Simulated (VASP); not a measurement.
# WSe2 in VASP: notebook

Runs on WSe2. Level: PBEsol. Tasks: single point.

Program: VASP 6.6.1. These are calculated values, not measurements. Logs are shortened: lines on timing, memory, paths and dates and some standing lists are left out, and cuts for length are marked.

### Step 1. The cell of the first run

The cell holds a slab with vacuum, 3 atoms: a = 3.270 Å, b = 3.270 Å, c = 16.661 Å, α = 90.00°, β = 90.00°, γ = 120.00°.

### Step 2. Single point, PBEsol (atoms displaced along a vibrational mode)

Contents of INCAR:

```
PREC = Accurate
ENCUT = 520
EDIFF = 1E-6
ISMEAR = 0
SIGMA = 0.05
LREAL = F
LASPH = T
NELM = 100
ALGO = Normal
ISIF = 2
LWAVE = F
LCHARG = F
GGA = PS
NBANDS = 20
```

Contents of KPOINTS:

```
Automatic mesh
0
Gamma
  9 9 2
```

Contents of POSCAR:

```
WSe2
1.0
    3.2702124402      0.0000000000      0.0000000000
   -1.6351062201      2.8320870490      0.0000000000
    0.0000000000      0.0000000000     16.6611439352
W Se
1 2
Direct
    0.0000000000      0.0000000000      0.0000000000
    0.3199702871      0.6666666667      0.1003991023
    0.3466963796      0.6666666667      0.8996008977
```

Potentials or basis: VASP PAW PBE potentials, release 64 (W_sv, Se).

Run with:

```console
$ cat potpaw_PBE.64/W_sv/POTCAR potpaw_PBE.64/Se/POTCAR > POTCAR
$ mpirun -np 1 vasp_std > vasp.out
```

OUTCAR:

```text
PREC = Accurate
   ENCUT = 520
   EDIFF = 1E-6
   ISMEAR = 0
   LREAL = F
   LASPH = T
   NELM = 100
   ISIF = 2
   GGA = PS

 ion  position               nearest neighbor table
   1  0.000  0.000  0.000-   2 2.49   3 2.49   3 2.52   2 2.52   3 2.55   2 2.55
   2  0.320  0.667  0.100-   1 2.49   1 2.52   1 2.55
   3  0.347  0.667  0.900-   1 2.49   1 2.52   1 2.55

  LATTYP: Found a hexagonal cell.
 ALAT       =     3.2702124402
 C/A-ratio  =     5.0948200583

  Lattice vectors:

 A1 = (   3.2702124402,   0.0000000000,   0.0000000000)
 A2 = (  -1.6351062201,   2.8320870490,   0.0000000000)
 A3 = (   0.0000000000,   0.0000000000,  16.6611439352)

Analysis of symmetry for initial positions (statically):
=====================================================================
 Subroutine PRICEL returns:
 Original cell was already a primitive cell.

 Routine SETGRP: Setting up the symmetry group for a
 hexagonal supercell.

 Subroutine GETGRP returns: Found  2 space group operations
 (whereof  2 operations were pure point group operations)
 out of a pool of 24 trial point group operations.

The static configuration has the point symmetry C_2 .

Analysis of symmetry for dynamics (positions and initial velocities):
=====================================================================
 Subroutine PRICEL returns:
 Original cell was already a primitive cell.

 Routine SETGRP: Setting up the symmetry group for a
 hexagonal supercell.

 Subroutine GETGRP returns: Found  2 space group operations
 (whereof  2 operations were pure point group operations)
 out of a pool of 24 trial point group operations.

The dynamic configuration has the point symmetry C_2 .

 Subroutine INISYM returns: Found  2 space group operations
 (whereof  2 operations are pure point group operations),
 and found     1 'primitive' translations

----------------------------------------------------------------------------------------

                                     Primitive cell

  volume of cell :     154.3076

  direct lattice vectors                    reciprocal lattice vectors
     3.270212440  0.000000000  0.000000000     0.305790531  0.176548246  0.000000000
    -1.635106220  2.832087049  0.000000000     0.000000000  0.353096491  0.000000000
[... 76 lines left out ...]
   NGXF,Y,Z  is equivalent  to a cutoff of  24.40, 24.40, 25.14 a.u.
 SYSTEM =  unknown system
   PREC   = accura    normal or accurate (medium, high low for compatibility)
   ISTART =      0    job   : 0-new  1-cont  2-samecut
   ICHARG =      2    charge: 1-file 2-atom 10-const
   ISPIN  =      1    spin polarized calculation?
   LNONCOLLINEAR =      F non collinear calculations
   LSORBIT =      F    spin-orbit coupling
   LASPH  =      T    aspherical Exc in radial PAW
   ENCUT  =  520.0 eV  38.22 Ry    6.18 a.u.   6.08  6.08 30.98*2*pi/ulx,y,z
   NELM   =    100;   NELMIN=  2; NELMDL= -5     # of ELM steps
   EDIFF  = 0.1E-05   stopping-criterion for ELM
   LREAL  =      F    real-space projection
   EDIFFG = 0.1E-04   stopping-criterion for IOM
   NSW    =      0    number of steps for IOM
   IBRION =     -1    ionic relax: 0-MD 1-quasi-New 2-CG
   NFREE  =      0    steps in history (QN), initial steepest desc. (CG)
   ISIF   =      2    stress and relaxation
   ISYM   =      2    0-nonsym 1-usesym 2-fastsym
   POTIM  = 0.5000    time-step for ionic-motion
   TEBEG  =    0.0;   TEEND  =   0.0 temperature during run
   PSTRESS=    0.0 pullay stress
   NELECT =      26.0000    total number of electrons
   NUPDOWN=      -1.0000    fix difference up-down
   EMIN   =  10.00;   EMAX   =-10.00  energy-range for DOS
   EFERMI =   0.00;   METHOD = LEGACY
   ISMEAR =     0;   SIGMA  =   0.05  broadening in eV -4-tet -1-fermi 0-gaus
   EFERMI_NEDOS =   21; number of points for ismear=-14 and -15
   IALGO  =     38    algorithm
   IMIX   =      4    mixing-type and parameters
     AMIX     =   0.40;   BMIX     =  1.00
     AMIX_MAG =   1.60;   BMIX_MAG =  1.00
  volume/ion in A,a.u.               =      51.44       347.11
  Fermi-wavevector in a.u.,A,eV,Ry     =   0.904212  1.708712 11.124109  0.817599
  Thomas-Fermi vector in A             =   2.027631
   LORBIT       =      0    0 simple, 1 ext, 2 COOP (PROOUT), +10 PAW based schemes
   GGA     = PS    functional components
   LHFCALC =     F    Hartree Fock is set to
   AEXX    =    0.0000 exact exchange contribution
   IVDW    =     0    specifies the selected vdW correction
   LEPSILON=     F    determine dielectric tensor
   LRPA    =     F    only Hartree local field effects (RPA)
 non-spin polarized calculation
 Gauss-broadening in eV      SIGMA  =   0.05
  energy-cutoff  :      520.00
  volume of cell :      154.31
 maximum number of plane-waves:      4212
   NGX = 13   NGY = 13   NGZ = 61

 number of electron      25.9999999 magnetization

 Free energy of the ion-electron system (eV)
  ---------------------------------------------------
  ext. energy  EPLUGINS =         0.00000000
  ---------------------------------------------------
  free energy    TOTEN  =       -23.21802489 eV

  energy without entropy =      -23.21802489  energy(sigma->0) =      -23.21802489

 E-fermi :  -0.3617     XC(G=0):  -4.8508

 val. band max:       -0.8172093464   @ k =   0.3333   0.3333   0.0000
 cond. band min:       0.8689895397   @ k =   0.3333   0.3333   0.5000
 fundamental gap:      1.6861988860
 Fermi energy:        -0.3616792165

 k-point     1 :       0.0000    0.0000    0.0000
  band No.  band energies     occupation
      1     -74.7633      2.00000
      2     -39.0304      2.00000
      3     -38.8794      2.00000
      4     -38.8788      2.00000
      5     -15.7219      2.00000
      6     -14.4205      2.00000
[... 541 lines left out ...]
     19       6.6744      0.00000
     20       7.4916      0.00000

 [... further k-points ...]
[... 5 lines left out ...]
  --------------------------------------------------------------------------------------
  -------------------------------------------------------------------------------------
  Total        0.1596229      0.1564282      0.2665409      0.0000000      0.0000000      1.2849453
  in kB        1.6573664      1.6241954      2.7674960      0.0000000      0.0000000     13.3415979
  external PRESSURE =       2.0163526 kB  Pullay stress =       0.0000000 kB

 VOLUME and BASIS-vectors are now :
 -----------------------------------------------------------------------------
  energy-cutoff  :      520.00
  volume of cell :      154.31
      direct lattice vectors                 reciprocal lattice vectors
     3.270212440  0.000000000  0.000000000     0.305790531  0.176548246  0.000000000
    -1.635106220  2.832087049  0.000000000     0.000000000  0.353096491  0.000000000
     0.000000000  0.000000000 16.661143935     0.000000000  0.000000000  0.060019888

 POSITION                                       TOTAL-FORCE (eV/Angst)
 -----------------------------------------------------------------------------------
      0.00000      0.00000      0.00000        -0.000000      0.027228      0.000000
     -0.04370      1.88806      1.67276         0.384196     -0.013614      0.083195
      0.04370      1.88806     14.98838        -0.384196     -0.013614     -0.083195
 -----------------------------------------------------------------------------------
    total drift:                                0.000000     -0.000012     -0.000000

  FREE ENERGIE OF THE ION-ELECTRON SYSTEM (eV)
  ---------------------------------------------------
  free  energy   TOTEN  =       -23.2180248921 eV

  energy  without entropy=      -23.2180248921  energy(sigma->0) =      -23.21802489
```

OSZICAR:

```text
N       E                     dE             d eps       ncg     rms          rms(c)
DAV:   1     0.168189119565E+03    0.16819E+03   -0.11914E+04  2392   0.110E+03
DAV:   2    -0.111984545484E+02   -0.17939E+03   -0.17388E+03  2584   0.260E+02
DAV:   3    -0.239997716302E+02   -0.12801E+02   -0.12715E+02  2712   0.641E+01
[... 12 lines left out ...]
DAV:  16    -0.232179501428E+02   -0.80983E-04   -0.10622E-05  2548   0.105E-02    0.798E-03
DAV:  17    -0.232180063629E+02   -0.56220E-04   -0.40952E-06  2044   0.572E-03    0.356E-03
DAV:  18    -0.232180199041E+02   -0.13541E-04   -0.53286E-07  2080   0.192E-03    0.179E-03
DAV:  19    -0.232180239928E+02   -0.40887E-05   -0.16590E-07  1740   0.109E-03    0.537E-04
DAV:  20    -0.232180248921E+02   -0.89924E-06   -0.25305E-08  1604   0.437E-04
   1 F= -.23218025E+02 E0= -.23218025E+02  d E =-.622539E-39
```

stdout:

```text
POSCAR found type information on POSCAR W Se
 POSCAR found :  2 types and       3 ions
 scaLAPACK will be used
 -----------------------------------------------------------------------------
|                                                                             |
|                                                                             |
|     You enforced a specific xc type in the INCAR file but a different       |
|     I HOPE YOU KNOW WHAT YOU ARE DOING!                                     |
|                                                                             |
 -----------------------------------------------------------------------------

 LDA part: xc-table for (Slater+PW92), standard interpolation
 POSCAR, INCAR and KPOINTS ok, starting setup
 FFT: planning ... GRIDC
 FFT: planning ... GRID_SOFT
 FFT: planning ... GRID
 WAVECAR not read
 entering main loop
```

Run time: 2.6 min. Hardware: 1 thread of Intel Xeon Platinum 8259CL at 2.50GHz (Skylake/Cascade Lake), shared host; peak memory 0.34 GiB.

Results:

| Item | Value |
| --- | --- |
| Free energy | -23.2180 eV |
| Largest force | 0.393 eV/Å |
| Band gap on the k mesh | 1.69 eV |

Forces in eV/Å, atoms in the order of the input:
```
W    0.000  0.027  0.000
Se   0.384 -0.014  0.083
Se  -0.384 -0.014 -0.083
```

Levels at points of the mesh, in eV from the valence-band top:
```tsv
k point	band 9	band 10	band 11	band 12	band 13	band 14	band 15	band 16	band 17	band 18
(0.00, 0.00, 0.00)	-2.35	-2.19	-1.19	-1.18	-0.41	3.02	3.03	3.28	3.28	4.36
(0.00, 0.00, 0.50)	-2.35	-2.19	-1.19	-1.18	-0.41	3.02	3.03	3.28	3.28	4.45
```

Caveat: the cell differs from its parent crystal (atoms displaced along a vibrational mode); the PAW data sets were made with another functional, which shifts forces and pressure a little; spin-orbit coupling is left out, which moves the levels of the heavy elements.

### Step 3. Single point, PBEsol (atoms displaced along a vibrational mode)

Contents of INCAR:

```
SYSTEM = WSe2
PREC = Accurate ; ENCUT = 520
EDIFF = 1E-6 ; ISMEAR = 0
SIGMA = 0.05 ; LREAL = .FALSE.
LASPH = .TRUE. ; NELM = 60
ALGO = Normal ; ISIF = 2
LWAVE = .FALSE. ; LCHARG = .FALSE.
GGA = PS ; NBANDS = 20
```

Contents of KPOINTS:

```
regular mesh
0
G
  9 9 2
  0 0 0
```

Contents of POSCAR:

```
WSe2
1.0
    3.2702124402      0.0000000000      0.0000000000
   -1.6351062201      2.8320870490      0.0000000000
    0.0000000000      0.0000000000     16.6611439352
W Se
1 2
Direct
    0.0000000000      0.0000000000      0.0000000000
    0.3122551288      0.6512363500      0.1003991023
    0.3544115379      0.6820969833      0.8996008977
```

Potentials or basis: VASP PAW PBE potentials, release 64 (W_sv, Se).

Run with:

```console
$ cat potpaw_PBE.64/W_sv/POTCAR potpaw_PBE.64/Se/POTCAR > POTCAR
$ mpirun -np 1 vasp_std > vasp.out
```

OUTCAR:

```text
SYSTEM = WSe2
   PREC = Accurate
   ENCUT = 520
   EDIFF = 1E-6
   ISMEAR = 0
   LREAL = .FALSE.
   LASPH = .TRUE.
   NELM = 60
   ISIF = 2
   GGA = PS

 ion  position               nearest neighbor table
   1  0.000  0.000  0.000-   3 2.48   2 2.49   2 2.51   3 2.54   3 2.56   2 2.57
   2  0.312  0.651  0.100-   1 2.49   1 2.51   1 2.57
   3  0.354  0.682  0.900-   1 2.48   1 2.54   1 2.56

  LATTYP: Found a hexagonal cell.
 ALAT       =     3.2702124402
 C/A-ratio  =     5.0948200583

  Lattice vectors:

 A1 = (   3.2702124402,   0.0000000000,   0.0000000000)
 A2 = (  -1.6351062201,   2.8320870490,   0.0000000000)
 A3 = (   0.0000000000,   0.0000000000,  16.6611439352)

Analysis of symmetry for initial positions (statically):
=====================================================================
 Subroutine PRICEL returns:
 Original cell was already a primitive cell.

 Routine SETGRP: Setting up the symmetry group for a
 hexagonal supercell.

 Subroutine GETGRP returns: Found  1 space group operations
 (whereof  1 operations were pure point group operations)
 out of a pool of 24 trial point group operations.

The static configuration has the point symmetry C_1 .

Analysis of symmetry for dynamics (positions and initial velocities):
=====================================================================
 Subroutine PRICEL returns:
 Original cell was already a primitive cell.

 Routine SETGRP: Setting up the symmetry group for a
 hexagonal supercell.

 Subroutine GETGRP returns: Found  1 space group operations
 (whereof  1 operations were pure point group operations)
 out of a pool of 24 trial point group operations.

The dynamic configuration has the point symmetry C_1 .

 Subroutine INISYM returns: Found  1 space group operations
 (whereof  1 operations are pure point group operations),
 and found     1 'primitive' translations
[... 105 lines left out ...]
   POTIM  = 0.5000    time-step for ionic-motion
   TEBEG  =    0.0;   TEEND  =   0.0 temperature during run
   PSTRESS=    0.0 pullay stress
   NELECT =      26.0000    total number of electrons
   NUPDOWN=      -1.0000    fix difference up-down
   EMIN   =  10.00;   EMAX   =-10.00  energy-range for DOS
   EFERMI =   0.00;   METHOD = LEGACY
   ISMEAR =     0;   SIGMA  =   0.05  broadening in eV -4-tet -1-fermi 0-gaus
   EFERMI_NEDOS =   21; number of points for ismear=-14 and -15
   IALGO  =     38    algorithm
   IMIX   =      4    mixing-type and parameters
     AMIX     =   0.40;   BMIX     =  1.00
     AMIX_MAG =   1.60;   BMIX_MAG =  1.00
  volume/ion in A,a.u.               =      51.44       347.11
  Fermi-wavevector in a.u.,A,eV,Ry     =   0.904212  1.708712 11.124109  0.817599
  Thomas-Fermi vector in A             =   2.027631
   LORBIT       =      0    0 simple, 1 ext, 2 COOP (PROOUT), +10 PAW based schemes
   GGA     = PS    functional components
   LHFCALC =     F    Hartree Fock is set to
   AEXX    =    0.0000 exact exchange contribution
   IVDW    =     0    specifies the selected vdW correction
   LEPSILON=     F    determine dielectric tensor
   LRPA    =     F    only Hartree local field effects (RPA)
 non-spin polarized calculation
 Gauss-broadening in eV      SIGMA  =   0.05
  energy-cutoff  :      520.00
  volume of cell :      154.31
 maximum number of plane-waves:      4212
   NGX = 13   NGY = 13   NGZ = 61

 number of electron      25.9999998 magnetization

 Free energy of the ion-electron system (eV)
  ---------------------------------------------------
  ext. energy  EPLUGINS =         0.00000000
  ---------------------------------------------------
  free energy    TOTEN  =       -23.20124282 eV

  energy without entropy =      -23.20124282  energy(sigma->0) =      -23.20124282

 E-fermi :  -0.3630     XC(G=0):  -4.8509

 val. band max:       -0.8149018715   @ k =   0.3333   0.3333   0.0000
 cond. band min:       0.8681583058   @ k =   0.3333   0.3333   0.5000
 fundamental gap:      1.6830601773
 Fermi energy:        -0.3630072845

 k-point     1 :       0.0000    0.0000    0.0000
  band No.  band energies     occupation
      1     -74.7629      2.00000
      2     -39.0309      2.00000
      3     -38.8798      2.00000
      4     -38.8787      2.00000
      5     -15.7228      2.00000
      6     -14.4212      2.00000
[... 541 lines left out ...]
     19       6.2509      0.00000
     20       6.5891      0.00000

 [... further k-points ...]
[... 5 lines left out ...]
  --------------------------------------------------------------------------------------
  -------------------------------------------------------------------------------------
  Total        0.1774002      0.1773437      0.3402646      0.0030796      1.2845438      1.2844436
  in kB        1.8419477      1.8413610      3.5329702      0.0319755     13.3374291     13.3363881
  external PRESSURE =       2.4054263 kB  Pullay stress =       0.0000000 kB

 VOLUME and BASIS-vectors are now :
 -----------------------------------------------------------------------------
  energy-cutoff  :      520.00
  volume of cell :      154.31
      direct lattice vectors                 reciprocal lattice vectors
     3.270212440  0.000000000  0.000000000     0.305790531  0.176548246  0.000000000
    -1.635106220  2.832087049  0.000000000     0.000000000  0.353096491  0.000000000
     0.000000000  0.000000000 16.661143935     0.000000000  0.000000000  0.060019888

 POSITION                                       TOTAL-FORCE (eV/Angst)
 -----------------------------------------------------------------------------------
      0.00000      0.00000      0.00000         0.054434      0.000002      0.002707
     -0.04370      1.84436      1.67276         0.356682      0.384071      0.103847
      0.04370      1.93176     14.98838        -0.411115     -0.384073     -0.106555
 -----------------------------------------------------------------------------------
    total drift:                                0.000006      0.000005     -0.000000

  FREE ENERGIE OF THE ION-ELECTRON SYSTEM (eV)
  ---------------------------------------------------
  free  energy   TOTEN  =       -23.2012428194 eV

  energy  without entropy=      -23.2012428194  energy(sigma->0) =      -23.20124282
```

stdout:

```text
POSCAR found type information on POSCAR W Se
 POSCAR found :  2 types and       3 ions
 scaLAPACK will be used
 -----------------------------------------------------------------------------
|                                                                             |
|                                                                             |
|     You enforced a specific xc type in the INCAR file but a different       |
|     I HOPE YOU KNOW WHAT YOU ARE DOING!                                     |
|                                                                             |
 -----------------------------------------------------------------------------

 LDA part: xc-table for (Slater+PW92), standard interpolation
 POSCAR, INCAR and KPOINTS ok, starting setup
 FFT: planning ... GRIDC
 FFT: planning ... GRID_SOFT
 FFT: planning ... GRID
 WAVECAR not read
 entering main loop
```

Run time: 4.3 min. Hardware: 1 thread of Intel Xeon Platinum 8259CL at 2.50GHz (Skylake/Cascade Lake), shared host; peak memory 0.42 GiB.

What came out:

```
Free energy            : -23.2012 eV
Largest force          : 0.573 eV/Å
Band gap on the k mesh : 1.68 eV
```

Forces on the atoms (eV/Å):
```
W    0.054  0.000  0.003
Se   0.357  0.384  0.104
Se  -0.411 -0.384 -0.107
```

Caveat: the cell differs from its parent crystal (atoms displaced along a vibrational mode); the PAW data sets were made with another functional, which shifts forces and pressure a little; spin-orbit coupling is left out, which moves the levels of the heavy elements.
